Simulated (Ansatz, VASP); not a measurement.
# One calculation of Zr, two programs

The input INCAR:

```
PREC = Accurate
ENCUT = 520
EDIFF = 1E-7
ISMEAR = -1
SIGMA = 0.1
LREAL = F
LASPH = T
NELM = 60
ALGO = Normal
ISIF = 2
LWAVE = F
LCHARG = F
GGA = B5
ALDAX = 1.0
AGGAX = 1.0
AGGAC = 1.0
ALDAC = 0.0
NBANDS = 25
```

File KPOINTS:

```
Automatic mesh
0
Gamma
  10 10 13
```

File POSCAR:

```
Zr
1.0
    4.9671939310      0.0000000000      0.0000000000
   -2.4835969655      4.3017161297      0.0000000000
    0.0000000000      0.0000000000      3.0904933706
Zr
3
Direct
    1.0000000000      1.0000000000      0.0000000000
    0.3333333333      0.6666666667      0.5000000000
    0.6666666667      0.3333333333      0.5000000000
```

Input for Ansatz:

```yaml
crystal:
  lattice:
    - [4.967193931, 0.0, 0.0]
    - [-2.4835969655, 4.3017161297, 0.0]
    - [0.0, 0.0, 3.0904933706]
  atoms:
    - { symbol: Zr, position: [1.0, 1.0, 0.0] }
    - { symbol: Zr, position: [0.3333333333, 0.6666666667, 0.5] }
    - { symbol: Zr, position: [0.6666666667, 0.3333333333, 0.5] }
hamiltonian:
  xc: blyp
  pseudopotentials:
    kind: paw
    azcp:
      Zr: "pseudopotentials/Zr.paw.azcp"
basis:
  ecutwfc: 420
  fft_grid_basis: typed
kpoints:
  mp_grid: { grid: [10, 10, 13], shift: [0, 0, 0] }
magnetization:
  spin_polarized: false
scf:
  occupations: { method: fermi_dirac, width: 0.1 }
output:
  stress: true
```

Alike in both runs: task single point; functional BLYP; k mesh 10 × 10 × 13; occupations fermi-dirac, width 0.1 eV; no spin polarisation.

|  | VASP | Ansatz |
| --- | --- | --- |
| version | VASP 6.6.1 | Ansatz 0.2.0 |
| potentials or method | VASP PAW PBE potentials, release 64 (Zr_sv), cutoff 520 eV | plane waves (420 eV) with PAW, scalar-relativistic |
| valence electrons in the cell | 36 | 36 |

|  | VASP | Ansatz | Ansatz less VASP |
| --- | --- | --- | --- |
| pressure (GPa) | 8.8 | 8.7 | -0.16 |
| traceless stress, the component that is largest in VASP (GPa) | 0.08 | 0.09 | +0.015 |

VASP's potentials were made for PBE, not for BLYP.
